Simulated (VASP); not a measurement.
Here is a VASP 6.6.1 calculation.

The input INCAR:

```
SYSTEM = AlN
ALGO = Normal
EDIFF = 1E-7
EDIFFG = -0.01
ENCUT = 600
GGA = RP
IBRION = 2
ISIF = 3
ISMEAR = 0
LASPH = .TRUE.
LCHARG = .FALSE.
LREAL = .FALSE.
LWAVE = .FALSE.
NELM = 60
NSW = 80
PREC = Accurate
SIGMA = 0.01
```

KPOINTS

```
k-points
0
G
  8 8 8
  0 0 0
```

Contents of POSCAR:

```
AlN
1.0
    0.0000000000      1.9690000000      1.9690000000
    1.9690000000      0.0000000000      1.9690000000
    1.9690000000      1.9690000000      0.0000000000
Al N
1 1
Direct
    0.0000000000      0.0000000000      0.0000000000
    0.5000000000      0.5000000000      0.5000000000
```

Potentials or basis: VASP PAW PBE potentials, release 64 (Al, N).

Command:

```sh
$ cat potpaw_PBE.64/Al/POTCAR potpaw_PBE.64/N/POTCAR > POTCAR
$ mpirun -np 1 vasp_std > vasp.out
```

**Question.** Estimate the band gap on the k mesh.

**Answer.** 4.38 eV, indirect (least direct gap 5.20 eV).

**Question.** What does it give for the relaxed cell?

**Answer.** a = 2.893 Å, b = 2.893 Å, c = 2.893 Å, α = 60.00°, β = 60.00°, γ = 60.00°.

**Question.** Estimate the space group after relaxing (to 0.05 Å).

**Answer.** Fm-3m (No. 225).

**Question.** Estimate the relaxed volume.

**Answer.** 8.56 Å³/atom.

Final structure:
```xyz
2
Lattice="0.0000 2.0455 2.0455 2.0455 0.0000 2.0455 2.0455 2.0455 0.0000" Properties=species:S:1:pos:R:3 pbc="T T T"
Al    0.0000    0.0000    0.0000
N     2.0455    2.0455    2.0455
```

Caveat: the PAW data sets were made with another functional, which shifts forces and pressure a little; the volume moved by +12 % from the deposited cell, more than functionals usually miss. Zero-point motion and thermal expansion aren't in these numbers.
